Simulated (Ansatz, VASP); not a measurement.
# Two plane-wave programs on Sb3Os

```
Sb Os
1.0
     4.47671    0.00000    0.00000
     0.00000    4.47671    0.00000
     0.00000    0.00000    4.47671
Sb Os
3 1
Direct
  0.00000 0.50000 0.50000
  0.50000 0.00000 0.50000
  0.50000 0.50000 0.00000
  0.00000 0.00000 0.00000
```

Alike in both runs: functional PBE; k mesh 4 × 4 × 4; occupations gaussian, width 0.1 eV; no spin polarisation.

Ansatz relaxed the structure, and its values are those at the end. VASP's run is a single point on that final structure, the one shown.

```csv
,VASP,Ansatz
version,VASP 6.6.1,Ansatz 0.2.0
potentials or method,"VASP PAW PBE potentials, release 64 (Sb, Os), cutoff 520 eV","scalar-relativistic, plane waves, PAW"
valence electrons in the cell,23,61
```

|  | VASP | Ansatz | Ansatz less VASP |
| --- | --- | --- | --- |
| gap on the k mesh at the Fermi level (eV) | none | none | - |
| pressure (GPa) | -0.1 | 0.0 | +0.10 |

A gap of «none» marks a metal or a gap that the smearing closes. The functional is the same, so the differences come from potentials, cutoffs and numerics. VASP's potentials hold 23 valence electrons a cell and Ansatz's 61, so a difference there can come from the potentials and not from the codes.

Spin-orbit coupling is off throughout.
